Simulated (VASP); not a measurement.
# CuI (P4/nmm) in VASP: single point with LDA

Aim: the single point of CuI with LDA.

Program: VASP 6.6.1. These are calculated values, not measurements. Logs are shortened: lines on timing, memory, paths and dates and some standing lists are left out, and cuts for length are marked.

## (1) The cell of the first run

Symmetry: P4/nmm, No. 129, tetragonal system. The conventional cell has a = 4.023 Å, b = 4.023 Å, c = 5.651 Å, α = 90.00°, β = 90.00°, γ = 90.00°. Cu (site symmetry -4m2) has 4 I at 2.60 Å and 4 Cu at 2.84 Å within 3.4 Å. Within 3.4 Å of I (site symmetry 4mm) lie 4 Cu at 2.60 Å.

## (2) Single point, LDA, non-collinear spin, zero start, spin-orbit coupling

Contents of INCAR:

```
SYSTEM = CuI
  PREC = Accurate
  ENCUT = 600
  EDIFF = 1E-6
  ISMEAR = 0
  SIGMA = 0.01
  LREAL = .False.
  LASPH = .True.
  NELM = 200
  ALGO = Normal
  ISIF = 2
  LWAVE = .False.
  LCHARG = .False.
  MAGMOM = 0 0 0 0 0 0 0 0 0 0 0 0
  LORBIT = 11
  LSORBIT = .True.
  GGA_COMPAT = .False.
  LORBMOM = .True.
  LMAXMIX = 4
  NBANDS = 50
```

Contents of KPOINTS:

```
regular mesh
0
Gamma
  4 4 4
  0 0 0
```

Contents of POSCAR:

```
CuI
1.0
    4.0229000000      0.0000000000      0.0000000000
    0.0000000000      4.0229000000      0.0000000000
    0.0000000000      0.0000000000      5.6506000000
Cu I
2 2
Direct
    0.0000000000      0.0000000000      0.0000000000
    0.5000000000      0.5000000000      0.0000000000
    0.0000000000      0.5000000000      0.2913000000
    0.5000000000      0.0000000000      0.7087000000
```

Potentials or basis: VASP PAW LDA potentials, release 64 (Cu, I).

The run is started by

```bash
cat potpaw_LDA.64/Cu/POTCAR potpaw_LDA.64/I/POTCAR > POTCAR
mpirun -np 1 vasp_ncl > vasp.out
```

OUTCAR:

```text
SYSTEM = CuI
   PREC = Accurate
   ENCUT = 600
   EDIFF = 1E-6
   ISMEAR = 0
   LREAL = .False.
   LASPH = .True.
   NELM = 200
   ISIF = 2
   LORBIT = 11
   LSORBIT = .True.

 ion  position               nearest neighbor table
   1  0.000  0.000  0.000-   3 2.60   4 2.60   3 2.60   4 2.60
   2  0.500  0.500  0.000-   3 2.60   4 2.60   4 2.60   3 2.60
   3  0.000  0.500  0.291-   1 2.60   2 2.60   1 2.60   2 2.60
   4  0.500  0.000  0.709-   1 2.60   2 2.60   2 2.60   1 2.60

  LATTYP: Found a simple tetragonal cell.
 ALAT       =     4.0229000000
 C/A-ratio  =     1.4046086157

  Lattice vectors:

 A1 = (   4.0229000000,   0.0000000000,   0.0000000000)
 A2 = (   0.0000000000,   4.0229000000,   0.0000000000)
 A3 = (   0.0000000000,   0.0000000000,   5.6506000000)

Analysis of symmetry for initial positions (statically):
=====================================================================
 Subroutine PRICEL returns:
 Original cell was already a primitive cell.

 Routine SETGRP: Setting up the symmetry group for a
 simple tetragonal supercell.

 Subroutine GETGRP returns: Found 16 space group operations
 (whereof  8 operations were pure point group operations)
 out of a pool of 16 trial point group operations.

The static configuration has the point symmetry D_2d.
 The point group associated with its full space group is D_4h.

Analysis of symmetry for dynamics (positions and initial velocities):
=====================================================================
 Subroutine PRICEL returns:
 Original cell was already a primitive cell.

 Routine SETGRP: Setting up the symmetry group for a
 simple tetragonal supercell.

 Subroutine GETGRP returns: Found 16 space group operations
 (whereof  8 operations were pure point group operations)
 out of a pool of 16 trial point group operations.

The dynamic configuration has the point symmetry D_2d.
 The point group associated with its full space group is D_4h.

Analysis of structural, dynamic, and magnetic symmetry:
=====================================================================
 Subroutine PRICEL returns:
 Original cell was already a primitive cell.

 Routine SETGRP: Setting up the symmetry group for a
 simple tetragonal supercell.

 Subroutine GETGRP returns: Found 16 space group operations
 (whereof  8 operations were pure point group operations)
 out of a pool of 16 trial point group operations.

The overall configuration has the point symmetry D_2d.
[... 1098 lines left out ...]
      2.01145      0.00000      4.00458         0.000000      0.000000      0.283271
 -----------------------------------------------------------------------------------
    total drift:                                0.000000     -0.000000     -0.000000

  FREE ENERGIE OF THE ION-ELECTRON SYSTEM (eV)
  ---------------------------------------------------
  free  energy   TOTEN  =       -14.1263116190 eV

  energy  without entropy=      -14.1263116190  energy(sigma->0) =      -14.12631162

 orbital moment (x)

 # of ion     p       d       tot
 ----------------------------------------
  1         0.000   0.000   0.000
  2         0.000  -0.000  -0.000
  3        -0.000   0.000  -0.000
  4        -0.000  -0.000  -0.000
 ----------------------------------------
           -0.000  -0.000  -0.000

 orbital moment (y)

 # of ion     p       d       tot
 ----------------------------------------
  1        -0.000  -0.000  -0.000
  2        -0.000  -0.000  -0.000
  3        -0.000   0.000  -0.000
  4        -0.000  -0.000  -0.000
 ----------------------------------------
           -0.000  -0.000  -0.000

 orbital moment (z)

 # of ion     p       d       tot
 ----------------------------------------
  1         0.000   0.000   0.000
  2         0.000   0.000   0.000
  3         0.000   0.000   0.000
  4         0.000  -0.000  -0.000
 ----------------------------------------
            0.000  -0.000  -0.000

 Spin-Orbit-Coupling matrix elements

 Ion:    1  E_soc:     -0.0110176
 l=   1
     0.0000000    -0.0004699    -0.0005128
    -0.0004699     0.0000000    -0.0004699
    -0.0005128    -0.0004699     0.0000000
 l=   2
     0.0000000    -0.0002355     0.0000000    -0.0002355    -0.0011266
    -0.0002355     0.0000000    -0.0007403    -0.0003664    -0.0003057
     0.0000000    -0.0007403     0.0000000    -0.0007403     0.0000000
    -0.0002355    -0.0003664    -0.0007403     0.0000000    -0.0003057
    -0.0011266    -0.0003057     0.0000000    -0.0003057     0.0000000
 l=   3
     0.0000000     0.0000000     0.0000000     0.0000000     0.0000000     0.0000000     0.0000000
     0.0000000     0.0000000     0.0000000     0.0000000     0.0000000     0.0000000     0.0000000
     0.0000000     0.0000000     0.0000000     0.0000000     0.0000000     0.0000000     0.0000000
     0.0000000     0.0000000     0.0000000     0.0000000     0.0000000     0.0000000     0.0000000
[... 49 lines left out ...]
 l=   2
     0.0000000    -0.0000279     0.0000000    -0.0000279    -0.0001025
    -0.0000279     0.0000000    -0.0000805    -0.0000245    -0.0000395
     0.0000000    -0.0000805     0.0000000    -0.0000805     0.0000000
    -0.0000279    -0.0000245    -0.0000805     0.0000000    -0.0000395
    -0.0001025    -0.0000395     0.0000000    -0.0000395     0.0000000
 l=   3
     0.0000000     0.0000000     0.0000000     0.0000000     0.0000000     0.0000000     0.0000000
     0.0000000     0.0000000     0.0000000     0.0000000     0.0000000     0.0000000     0.0000000
     0.0000000     0.0000000     0.0000000     0.0000000     0.0000000     0.0000000     0.0000000
     0.0000000     0.0000000     0.0000000     0.0000000     0.0000000     0.0000000     0.0000000
     0.0000000     0.0000000     0.0000000     0.0000000     0.0000000     0.0000000     0.0000000
     0.0000000     0.0000000     0.0000000     0.0000000     0.0000000     0.0000000     0.0000000
     0.0000000     0.0000000     0.0000000     0.0000000     0.0000000     0.0000000     0.0000000

 total charge

# of ion       s       p       d       tot
------------------------------------------
    1        0.346   0.324   9.318   9.988
    2        0.346   0.324   9.318   9.988
    3        1.512   2.751   0.064   4.326
    4        1.512   2.751   0.064   4.326
--------------------------------------------------
tot          3.716   6.149  18.763  28.628

 magnetization (x)

# of ion       s       p       d       tot
------------------------------------------
    1        0.000   0.000   0.000   0.000
    2        0.000   0.000   0.000   0.000
    3        0.000   0.000   0.000   0.000
    4        0.000   0.000   0.000   0.000
--------------------------------------------------
tot          0.000   0.000   0.000   0.000

 magnetization (y)

# of ion       s       p       d       tot
------------------------------------------
    1        0.000   0.000  -0.000  -0.000
    2        0.000   0.000  -0.000  -0.000
    3        0.000  -0.000   0.000  -0.000
    4        0.000   0.000  -0.000   0.000
--------------------------------------------------
tot          0.000   0.000  -0.000  -0.000

 magnetization (z)

# of ion       s       p       d       tot
------------------------------------------
    1       -0.000   0.000  -0.000  -0.000
    2        0.000   0.000  -0.000   0.000
    3        0.000   0.000  -0.000  -0.000
    4        0.000   0.000  -0.000   0.000
--------------------------------------------------
tot          0.000   0.000  -0.000  -0.000
```

OSZICAR:

```text
N       E                     dE             d eps       ncg     rms          rms(c)
DAV:   1     0.344315560807E+03    0.34432E+03   -0.15889E+04  1800   0.188E+03
DAV:   2     0.375193861937E+02   -0.30680E+03   -0.29352E+03  1808   0.412E+02
DAV:   3    -0.110505914746E+02   -0.48570E+02   -0.45793E+02  2164   0.183E+02
DAV:   4    -0.148615726412E+02   -0.38110E+01   -0.37779E+01  2876   0.517E+01
DAV:   5    -0.149192614525E+02   -0.57689E-01   -0.57655E-01  2830   0.884E+00    0.127E+01
DAV:   6    -0.146437204704E+02    0.27554E+00   -0.10599E+01  2230   0.813E+01    0.814E+00
DAV:   7    -0.141297800430E+02    0.51394E+00   -0.28742E+00  2306   0.538E+01    0.444E+00
DAV:   8    -0.141509183834E+02   -0.21138E-01   -0.30856E-01  2870   0.755E+00    0.205E+00
DAV:   9    -0.141288463360E+02    0.22072E-01   -0.67582E-02  2518   0.665E+00    0.743E-01
DAV:  10    -0.141268851364E+02    0.19612E-02   -0.80089E-03  2910   0.144E+00    0.600E-01
DAV:  11    -0.141268624068E+02    0.22730E-04   -0.13477E-03  2554   0.264E-01    0.304E-01
DAV:  12    -0.141262822116E+02    0.58020E-03   -0.26325E-03  2670   0.153E+00    0.565E-02
DAV:  13    -0.141263144160E+02   -0.32204E-04   -0.51400E-04  2828   0.275E-01    0.465E-02
DAV:  14    -0.141263113623E+02    0.30536E-05   -0.99341E-06  2820   0.505E-02    0.182E-02
DAV:  15    -0.141263116190E+02   -0.25660E-06   -0.69843E-06  2458   0.373E-02
   1 F= -.14126312E+02 E0= -.14126312E+02  d E =-.330130E-56  mag=     0.0000     0.0000     0.0000
```

stdout:

```text
POSCAR found type information on POSCAR CuI
 POSCAR found :  2 types and       4 ions
 scaLAPACK will be used
 LDA part: xc-table for (Slater(with rela. corr.)+CA(PZ))
 , standard interpolation
 POSCAR, INCAR and KPOINTS ok, starting setup
 FFT: planning ... GRIDC
 FFT: planning ... GRID_SOFT
 FFT: planning ... GRID
 WAVECAR not read
 entering main loop
```

Wall time 4.2 min (1 thread of Oxide Virtual Turin-like, shared host); peak memory 0.36 GiB.

What came out:

```
Free energy                                           : -14.1263 eV
Pressure                                              : 0.6 GPa
Largest force                                         : 0.283 eV/Å
Net moment                                            : 0.00 μB per cell
Valence electrons inside the program's atomic spheres : Cu 9.99; I 4.33
```

Forces on the atoms (eV/Å):
```
Cu   0.000  0.000  0.000
Cu   0.000  0.000  0.000
I    0.000  0.000 -0.283
I    0.000  0.000  0.283
```

Stress tensor (GPa, compression positive):
```
0.32 0.00 0.00
0.00 0.32 0.00
0.00 0.00 1.27
```

Moments on the atoms (μB; x, y, z):
```
Cu  0.00 0.00 0.00
Cu  0.00 0.00 0.00
I   0.00 0.00 0.00
I   0.00 0.00 0.00
```

Caveat: the k points lie up to 0.39 Å⁻¹ apart.
